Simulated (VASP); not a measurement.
AlN: vibrations by perturbation theory with PBEsol

Crystal: AlN.

```
Al N
1.0
     3.11383    0.00000    0.00000
    -1.55691    2.69666    0.00000
     0.00000    0.00000    4.98285
Al N
2 2
Direct
  0.33333 0.66667 0.99899
  0.66667 0.33333 0.49899
  0.33333 0.66667 0.38101
  0.66667 0.33333 0.88101
```

| Quantity | Value |
| --- | --- |
| Program | VASP 6.6.1 |
| Task | vibrations by perturbation theory |
| Functional | PBEsol |
| Potentials or basis | VASP PAW PBE potentials, release 64 (Al, N) |
| Cutoff | 520 eV |
| k mesh | 8 × 8 × 6 |
| Occupations | gaussian, width 0.01 eV |
| Spin | no spin polarisation |
| Dipole correction | no |
| Further INCAR settings | ALGO = Normal; EDIFF = 1e-08; IBRION = 8; NSW = 1 |

The highest phonon frequency at Γ, LO-TO splitting left out is 716 cm⁻¹.

Phonon frequencies in cm⁻¹ (negative: imaginary):
```csv
q point,frequencies
"(0.000, 0.000, 0.000)",0 0 0 235 235 543 608 655 655 666 666 716
```

Wall time 3.6 min on 1 thread of AMD EPYC 7R13 Processor (Zen 3), with other jobs on the host, peak memory 0.33 GiB.
